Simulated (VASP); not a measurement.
# PbS (Galena) (Fm-3m) in VASP: further runs

Aim: see how the results for PbS (Galena) move with the level of theory and the settings. Levels: PBEsol, RPBE+D3(BJ). Tasks: single point.

Program: VASP 6.6.1. These are calculated values, not measurements. Logs are shortened: lines on timing, memory, paths and dates and some standing lists are left out, and cuts for length are marked.

## 1. The cell of the first run

The structure is cubic, space group Fm-3m (No. 225). Conventional cell: a = 5.931 Å, b = 5.931 Å, c = 5.931 Å, α = 90.00°, β = 90.00°, γ = 90.00°. Pb (site symmetry m-3m) has 6 S at 2.97 Å within 3.9 Å. S (site symmetry m-3m) has 6 Pb at 2.97 Å within 3.9 Å.

## 2. Single point, PBEsol

INCAR

```
PREC = Accurate
ENCUT = 500
EDIFF = 1E-6
ISMEAR = -1
SIGMA = 0.1
LREAL = False
LASPH = True
NELM = 120
ALGO = Normal
ISIF = 2
LWAVE = False
LCHARG = False
GGA = PS
NBANDS = 17
GGA_COMPAT = False
```

KPOINTS

```
Automatic mesh
0
Gamma
  7 7 7
```

POSCAR

```
PbS
1.0
    0.0000000000      2.9657500000      2.9657500000
    2.9657500000      0.0000000000      2.9657500000
    2.9657500000      2.9657500000      0.0000000000
Pb S
1 1
Direct
    0.0000000000      0.0000000000      0.0000000000
    0.5000000000      0.5000000000      0.5000000000
```

Potentials or basis: VASP PAW PBE potentials, release 64 (Pb_d, S).

The run is started by

```sh
$ cat potpaw_PBE.64/Pb_d/POTCAR potpaw_PBE.64/S/POTCAR > POTCAR
$ mpirun -np 1 vasp_std > vasp.out
```

OUTCAR:

```text
PREC = Accurate
   ENCUT = 500
   EDIFF = 1E-6
   ISMEAR = -1
   LREAL = False
   LASPH = True
   NELM = 120
   ISIF = 2
   GGA = PS

 ion  position               nearest neighbor table
   1  0.000  0.000  0.000-   2 2.97   2 2.97   2 2.97   2 2.97   2 2.97   2 2.97
   2  0.500  0.500  0.500-   1 2.97   1 2.97   1 2.97   1 2.97   1 2.97   1 2.97

  LATTYP: Found a face centered cubic cell.
 ALAT       =     5.9315000000

  Lattice vectors:

 A1 = (   0.0000000000,   2.9657500000,   2.9657500000)
 A2 = (   2.9657500000,   0.0000000000,   2.9657500000)
 A3 = (   2.9657500000,   2.9657500000,   0.0000000000)

Analysis of symmetry for initial positions (statically):
=====================================================================
 Subroutine PRICEL returns:
 Original cell was already a primitive cell.

 Routine SETGRP: Setting up the symmetry group for a
 face centered cubic supercell.

 Subroutine GETGRP returns: Found 48 space group operations
[... 9 lines left out ...]

 Routine SETGRP: Setting up the symmetry group for a
 face centered cubic supercell.

 Subroutine GETGRP returns: Found 48 space group operations
[... 11 lines left out ...]
                                     Primitive cell

  volume of cell :      52.1715

  direct lattice vectors                    reciprocal lattice vectors
     0.000000000  2.965750000  2.965750000    -0.168591419  0.168591419  0.168591419
     2.965750000  0.000000000  2.965750000     0.168591419 -0.168591419  0.168591419
     2.965750000  2.965750000  0.000000000     0.168591419  0.168591419 -0.168591419

  length of vectors
     4.194203873  4.194203873  4.194203873     0.292008903  0.292008903  0.292008903

  position of ions in fractional coordinates (direct lattice)
     0.000000000  0.000000000  0.000000000
     0.500000000  0.500000000  0.500000000

  ion indices of the primitive-cell ions
   primitive index   ion index
                 1           1
                 2           2

----------------------------------------------------------------------------------------

 KPOINTS: Automatic mesh

Automatic generation of k-mesh.
 Grid dimensions read from file:
 generate k-points for:    7    7    7

 Generating k-lattice:

  Cartesian coordinates                     Fractional coordinates (reciprocal lattice)
    -0.024084488  0.024084488  0.024084488     0.142857143  0.000000000  0.000000000
[... 47 lines left out ...]
   ICHARG =      2    charge: 1-file 2-atom 10-const
   ISPIN  =      1    spin polarized calculation?
   LNONCOLLINEAR =      F non collinear calculations
   LSORBIT =      F    spin-orbit coupling
   LASPH  =      T    aspherical Exc in radial PAW
   ENCUT  =  500.0 eV  36.75 Ry    6.06 a.u.   7.65  7.65  7.65*2*pi/ulx,y,z
   NELM   =    120;   NELMIN=  2; NELMDL= -5     # of ELM steps
   EDIFF  = 0.1E-05   stopping-criterion for ELM
   LREAL  =      F    real-space projection
   EDIFFG = 0.1E-04   stopping-criterion for IOM
   NSW    =      0    number of steps for IOM
   IBRION =     -1    ionic relax: 0-MD 1-quasi-New 2-CG
   NFREE  =      0    steps in history (QN), initial steepest desc. (CG)
   ISIF   =      2    stress and relaxation
   ISYM   =      2    0-nonsym 1-usesym 2-fastsym
   POTIM  = 0.5000    time-step for ionic-motion
   TEBEG  =    0.0;   TEEND  =   0.0 temperature during run
   PSTRESS=    0.0 pullay stress
   NELECT =      20.0000    total number of electrons
   NUPDOWN=      -1.0000    fix difference up-down
   EMIN   =  10.00;   EMAX   =-10.00  energy-range for DOS
   EFERMI =   0.00;   METHOD = LEGACY
   ISMEAR =    -1;   SIGMA  =   0.10  broadening in eV -4-tet -1-fermi 0-gaus
   EFERMI_NEDOS =   21; number of points for ismear=-14 and -15
   IALGO  =     38    algorithm
   IMIX   =      4    mixing-type and parameters
     AMIX     =   0.40;   BMIX     =  1.00
     AMIX_MAG =   1.60;   BMIX_MAG =  1.00
  volume/ion in A,a.u.               =      26.09       176.04
  Fermi-wavevector in a.u.,A,eV,Ry     =   1.189251  2.247359 19.242973  1.414319
  Thomas-Fermi vector in A             =   2.325363
   LORBIT       =      0    0 simple, 1 ext, 2 COOP (PROOUT), +10 PAW based schemes
   GGA     = PS    functional components
   LHFCALC =     F    Hartree Fock is set to
   AEXX    =    0.0000 exact exchange contribution
   IVDW    =     0    specifies the selected vdW correction
   LEPSILON=     F    determine dielectric tensor
   LRPA    =     F    only Hartree local field effects (RPA)
 non-spin polarized calculation
  energy-cutoff  :      500.00
  volume of cell :       52.17
 maximum number of plane-waves:      1363
   NGX = 15   NGY = 15   NGZ = 15

 number of electron      19.9999998 magnetization

 Free energy of the ion-electron system (eV)
  ---------------------------------------------------
  ext. energy  EPLUGINS =         0.00000000
  ---------------------------------------------------
  free energy    TOTEN  =        -9.45782550 eV

  energy without entropy =       -9.45709271  energy(sigma->0) =       -9.45745910

 E-fermi :   5.8625     XC(G=0):  -9.8885

 val. band max:        5.4007567001   @ k =   0.4286   0.0000   0.0000
 cond. band min:       6.2976359196   @ k =   0.4286   0.0000   0.0000
 fundamental gap:      0.8968792195
 Fermi energy:         5.8624962921

 k-point     1 :       0.0000    0.0000    0.0000
  band No.  band energies     occupation
      1     -11.0567      2.00000
      2     -11.0567      2.00000
      3     -11.0567      2.00000
      4     -11.0435      2.00000
      5     -11.0435      2.00000
      6      -7.9181      2.00000
[... 377 lines left out ...]
      4     -11.0298      2.00000
      5     -10.9976      2.00000
      6      -6.2081      2.00000
[... 9 lines left out ...]
     16      17.3831      0.00000
     17      17.9865      0.00000

------------------------ aborting loop because EDIFF is reached ----------------------------------------

  FORCE on cell =-STRESS in cart. coord.  units (eV):
  Direction    XX          YY          ZZ          XY          YZ          ZX
  --------------------------------------------------------------------------------------
  -------------------------------------------------------------------------------------
  Total       -0.3141988     -0.3141988     -0.3141988      0.0000000      0.0000000     -0.0000000
  in kB       -9.6489832     -9.6489832     -9.6489832      0.0000000      0.0000000     -0.0000000
  external PRESSURE =      -9.6489832 kB  Pullay stress =       0.0000000 kB

 VOLUME and BASIS-vectors are now :
 -----------------------------------------------------------------------------
  energy-cutoff  :      500.00
  volume of cell :       52.17
      direct lattice vectors                 reciprocal lattice vectors
     0.000000000  2.965750000  2.965750000    -0.168591419  0.168591419  0.168591419
     2.965750000  0.000000000  2.965750000     0.168591419 -0.168591419  0.168591419
     2.965750000  2.965750000  0.000000000     0.168591419  0.168591419 -0.168591419

 POSITION                                       TOTAL-FORCE (eV/Angst)
 -----------------------------------------------------------------------------------
      0.00000      0.00000      0.00000        -0.000000      0.000000      0.000000
      2.96575      2.96575      2.96575         0.000000     -0.000000     -0.000000
 -----------------------------------------------------------------------------------
    total drift:                                0.000000     -0.000000     -0.000000

  FREE ENERGIE OF THE ION-ELECTRON SYSTEM (eV)
  ---------------------------------------------------
  free  energy   TOTEN  =        -9.4578254956 eV

  energy  without entropy=       -9.4570927125  energy(sigma->0) =       -9.45745910
```

Run time: 7.7 s. Hardware: 1 thread of Intel Xeon Platinum 8488C (Sapphire Rapids), shared host; peak memory 0.17 GiB.

What came out:

* Free energy: -9.4578 eV
* Pressure: -1.0 GPa

Caveat: this odd mesh misses L, where the gap lies, so gap, dielectric constants and Born charges aren't listed; the PAW data sets were made with another functional, which shifts forces and pressure a little; spin-orbit coupling is left out, which moves the levels of the heavy elements.

## 3. Single point, PBEsol

INCAR

```
SYSTEM = PbS
ALGO = Normal ; EDIFF = 1E-6
ENCUT = 500 ; GGA = PS
GGA_COMPAT = .FALSE. ; ISIF = 2
ISMEAR = -1 ; LASPH = .TRUE.
LCHARG = .FALSE. ; LREAL = .FALSE.
LWAVE = .FALSE. ; NBANDS = 17
NELM = 120 ; PREC = Accurate
SIGMA = 0.1
```

KPOINTS

```
k-points
0
G
  7 7 7
  0 0 0
```

POSCAR is that of step 2.

Potentials or basis: VASP PAW PBE potentials, release 64 (Pb_d, S).

The run is started by

```sh
$ cat potpaw_PBE.64/Pb_d/POTCAR potpaw_PBE.64/S/POTCAR > POTCAR
$ mpirun -np 1 vasp_std > vasp.out
```

It took 7.8 s on 1 thread of Intel Xeon Platinum 8488C (Sapphire Rapids), shared host; peak memory 0.17 GiB.

The run converged. Its results:

```yaml
Free_energy: -9.4578 eV
Pressure: -1.0 GPa
```

Levels at points of the mesh, in eV from the Fermi level:
```
           k point  band 8  band 9  band 10  band 11  band 12  band 13
(0.00, 0.00, 0.00)   -2.35   -2.35    -2.35     4.98     4.98     4.98
```

Caveat: this odd mesh misses L, where the gap lies, so gap, dielectric constants and Born charges aren't listed; the PAW data sets were made with another functional, which shifts forces and pressure a little; spin-orbit coupling is left out, which moves the levels of the heavy elements.

## 4. Single point, PBEsol

INCAR

```
SYSTEM = PbS
PREC     = Accurate       ! precision mode
ENCUT    = 500            ! plane-wave cutoff, eV
EDIFF    = 1E-6           ! SCF threshold, eV
ISMEAR   = -1             ! smearing method
SIGMA    = 0.05           ! smearing width, eV
LREAL    = .False.        ! projectors in reciprocal space
LASPH    = .True.         ! aspherical terms in the spheres
NELM     = 120            ! most SCF steps
ALGO     = Normal         ! electronic algorithm
ISIF     = 2              ! what is computed and relaxed
LWAVE    = .False.        ! write WAVECAR
LCHARG   = .False.        ! write CHGCAR
GGA      = PS             ! functional
NBANDS   = 17             ! bands
GGA_COMPAT= .False.
```

KPOINTS

```
regular mesh
0
Gamma
  7 7 7
  0 0 0
```

POSCAR is that of step 3.

Potentials or basis: VASP PAW PBE potentials, release 64 (Pb_d, S).

The run is started by

```sh
$ cat potpaw_PBE.64/Pb_d/POTCAR potpaw_PBE.64/S/POTCAR > POTCAR
$ mpirun -np 1 vasp_std > vasp.out
```

OUTCAR:

```text
SYSTEM = PbS
   PREC = Accurate
   ENCUT = 500
   EDIFF = 1E-6
   ISMEAR = -1
   LREAL = .False.
   LASPH = .True.
   NELM = 120
   ISIF = 2
   GGA = PS

 ion  position               nearest neighbor table
   1  0.000  0.000  0.000-   2 2.97   2 2.97   2 2.97   2 2.97   2 2.97   2 2.97
   2  0.500  0.500  0.500-   1 2.97   1 2.97   1 2.97   1 2.97   1 2.97   1 2.97

  LATTYP: Found a face centered cubic cell.
 ALAT       =     5.9315000000

  Lattice vectors:

 A1 = (   0.0000000000,   2.9657500000,   2.9657500000)
 A2 = (   2.9657500000,   0.0000000000,   2.9657500000)
 A3 = (   2.9657500000,   2.9657500000,   0.0000000000)

Analysis of symmetry for initial positions (statically):
=====================================================================
 Subroutine PRICEL returns:
 Original cell was already a primitive cell.

 Routine SETGRP: Setting up the symmetry group for a
 face centered cubic supercell.

 Subroutine GETGRP returns: Found 48 space group operations
[... 9 lines left out ...]

[... 145 lines left out ...]
  free energy    TOTEN  =        -9.45770126 eV

  energy without entropy =       -9.45769517  energy(sigma->0) =       -9.45769822

 E-fermi :   5.8503     XC(G=0):  -9.8885

 val. band max:        5.4009167886   @ k =   0.4286   0.0000   0.0000
 cond. band min:       6.2977377944   @ k =   0.4286   0.0000   0.0000
 fundamental gap:      0.8968210058
 Fermi energy:         5.8503112700

 k-point     1 :       0.0000    0.0000    0.0000
  band No.  band energies     occupation
      1     -11.0567      2.00000
      2     -11.0567      2.00000
      3     -11.0567      2.00000
      4     -11.0435      2.00000
      5     -11.0435      2.00000
      6      -7.9179      2.00000
[... 377 lines left out ...]
      4     -11.0298      2.00000
      5     -10.9975      2.00000
      6      -6.2078      2.00000
[... 9 lines left out ...]
     16      17.3832      0.00000
     17      17.9866      0.00000

------------------------ aborting loop because EDIFF is reached ----------------------------------------

  FORCE on cell =-STRESS in cart. coord.  units (eV):
  Direction    XX          YY          ZZ          XY          YZ          ZX
  --------------------------------------------------------------------------------------
  -------------------------------------------------------------------------------------
  Total       -0.3135912     -0.3135912     -0.3135912      0.0000000      0.0000000     -0.0000000
  in kB       -9.6303219     -9.6303219     -9.6303219      0.0000000      0.0000000     -0.0000000
  external PRESSURE =      -9.6303219 kB  Pullay stress =       0.0000000 kB

 VOLUME and BASIS-vectors are now :
 -----------------------------------------------------------------------------
  energy-cutoff  :      500.00
  volume of cell :       52.17
      direct lattice vectors                 reciprocal lattice vectors
     0.000000000  2.965750000  2.965750000    -0.168591419  0.168591419  0.168591419
     2.965750000  0.000000000  2.965750000     0.168591419 -0.168591419  0.168591419
     2.965750000  2.965750000  0.000000000     0.168591419  0.168591419 -0.168591419

 POSITION                                       TOTAL-FORCE (eV/Angst)
 -----------------------------------------------------------------------------------
      0.00000      0.00000      0.00000         0.000000      0.000000     -0.000000
      2.96575      2.96575      2.96575         0.000000     -0.000000      0.000000
 -----------------------------------------------------------------------------------
    total drift:                                0.000000     -0.000000     -0.000000

  FREE ENERGIE OF THE ION-ELECTRON SYSTEM (eV)
  ---------------------------------------------------
  free  energy   TOTEN  =        -9.4577012646 eV

  energy  without entropy=       -9.4576951689  energy(sigma->0) =       -9.45769822
```

stdout:

```text
POSCAR found type information on POSCAR PbS
 POSCAR found :  2 types and       2 ions
 scaLAPACK will be used
 -----------------------------------------------------------------------------
|                                                                             |
|                                                                             |
|     You enforced a specific xc type in the INCAR file but a different       |
|     I HOPE YOU KNOW WHAT YOU ARE DOING!                                     |
|                                                                             |
 -----------------------------------------------------------------------------

 LDA part: xc-table for (Slater+PW92), standard interpolation
 POSCAR, INCAR and KPOINTS ok, starting setup
 FFT: planning ... GRIDC
 FFT: planning ... GRID_SOFT
 FFT: planning ... GRID
 WAVECAR not read
 entering main loop
```

Wall time 7.5 s (1 thread of Intel Xeon Platinum 8488C (Sapphire Rapids), shared host); peak memory 0.17 GiB.

What came out:

| Item | Value |
| --- | --- |
| Free energy | -9.4577 eV |
| Pressure | -1.0 GPa |

Levels at points of the mesh, in eV from the Fermi level:
| k point | band 8 | band 9 | band 10 | band 11 | band 12 | band 13 |
| --- | --- | --- | --- | --- | --- | --- |
| (0.00, 0.00, 0.00) | -2.34 | -2.34 | -2.34 | 5.00 | 5.00 | 5.00 |

Caveat: this odd mesh misses L, where the gap lies, so gap, dielectric constants and Born charges aren't listed; the PAW data sets were made with another functional, which shifts forces and pressure a little; spin-orbit coupling is left out, which moves the levels of the heavy elements.

## 5. Single point, RPBE+D3(BJ)

This run uses another cell than the first one, of 21.74 Å³/atom, 0.833 times its volume.

INCAR

```
SYSTEM = PbS
PREC = Accurate
ENCUT = 520
EDIFF = 1E-7
ISMEAR = -1
SIGMA = 0.05
LREAL = .False.
LASPH = .True.
NELM = 60
ALGO = Normal
ISIF = 2
LWAVE = .False.
LCHARG = .False.
GGA = RP
IVDW = 12
NBANDS = 17
```

KPOINTS

```
Automatic mesh
0
Gamma
  8 8 8
  0 0 0
```

POSCAR

```
PbS
1.0
    0.0000000000      2.7908105603      2.7908105603
    2.7908105603      0.0000000000      2.7908105603
    2.7908105603      2.7908105603      0.0000000000
Pb S
1 1
Direct
    0.0000000000      0.0000000000      0.0000000000
    0.5000000000      0.5000000000      0.5000000000
```

Potentials or basis: VASP PAW PBE potentials, release 64 (Pb_d, S).

The run is started by

```sh
$ cat potpaw_PBE.64/Pb_d/POTCAR potpaw_PBE.64/S/POTCAR > POTCAR
$ mpirun -np 1 vasp_std > vasp.out
```

OUTCAR:

```text
SYSTEM = PbS
   PREC = Accurate
   ENCUT = 520
   EDIFF = 1E-7
   ISMEAR = -1
   LREAL = .False.
   LASPH = .True.
   NELM = 60
   ISIF = 2
   GGA = RP
   IVDW = 12
 IVDW          = 12

 ion  position               nearest neighbor table
   1  0.000  0.000  0.000-   2 2.79   2 2.79   2 2.79   2 2.79   2 2.79   2 2.79
   2  0.500  0.500  0.500-   1 2.79   1 2.79   1 2.79   1 2.79   1 2.79   1 2.79

  LATTYP: Found a face centered cubic cell.
 ALAT       =     5.5816211206

  Lattice vectors:

[... 668 lines left out ...]

 Edisp (eV)   -4.11912

 E8    (eV) :    -2.7217

  FORCE on cell =-STRESS in cart. coord.  units (eV):
  Direction    XX          YY          ZZ          XY          YZ          ZX
  --------------------------------------------------------------------------------------
  -------------------------------------------------------------------------------------
  Total      -0.03934    -0.03934    -0.03934     0.00000     0.00000     0.00000
  in kB      -1.44997    -1.44997    -1.44997     0.00000     0.00000     0.00000
  external pressure =       -1.45 kB  Pullay stress =        0.00 kB

 VOLUME and BASIS-vectors are now :
 -----------------------------------------------------------------------------
  energy-cutoff  :      520.00
  volume of cell :       43.47
      direct lattice vectors                 reciprocal lattice vectors
     0.000000000  2.790810560  2.790810560    -0.179159420  0.179159420  0.179159420
     2.790810560  0.000000000  2.790810560     0.179159420 -0.179159420  0.179159420
     2.790810560  2.790810560  0.000000000     0.179159420  0.179159420 -0.179159420

 POSITION                                       TOTAL-FORCE (eV/Angst)
 -----------------------------------------------------------------------------------
      0.00000      0.00000      0.00000        -0.000000      0.000000     -0.000000
      2.79081      2.79081      2.79081         0.000000     -0.000000      0.000000
 -----------------------------------------------------------------------------------
    total drift:                               -0.000000      0.000000      0.000000

  FREE ENERGIE OF THE ION-ELECTRON SYSTEM (eV)
  ---------------------------------------------------
  free  energy   TOTEN  =       -11.5636670579 eV

  energy  without entropy=      -11.5635576500  energy(sigma->0) =      -11.56361235
```

Run time: 53 s. Hardware: 1 thread of AMD EPYC 7R13, shared host; peak memory 0.16 GiB.

Results:

| Item | Value |
| --- | --- |
| Free energy | -11.5637 eV |
| Pressure | -0.1 GPa |
| Band gap on the k mesh | 0.43 eV, direct |
| Dispersion energy per atom | -2.060 eV |

Caveat: the PAW data sets were made with another functional, which shifts forces and pressure a little; spin-orbit coupling is left out, which moves the levels of the heavy elements. A k mesh can miss the band edges.

## 6. Summary

```csv
level,cell,k mesh,cutoff (eV),smearing,pressure (GPa)
PBEsol,"a = 4.194 Å, angles 60.0°, 2 atoms",7 × 7 × 7,500,fermi-dirac 0.1 eV,-1.0
PBEsol,"a = 4.194 Å, angles 60.0°, 2 atoms",7 × 7 × 7,500,fermi-dirac 0.05 eV,-1.0
RPBE+D3(BJ),"a = 3.947 Å, angles 60.0°, 2 atoms",8 × 8 × 8,520,fermi-dirac 0.05 eV,-0.1
```

Alike in all rows: task single point; potentials or basis VASP PAW PBE potentials, release 64 (Pb_d, S); no spin polarisation.

Caveats: the PAW data sets were made with another functional, which shifts forces and pressure a little; spin-orbit coupling is left out, which moves the levels of the heavy elements.

Absolute energies hang on the potentials; compare differences alone.
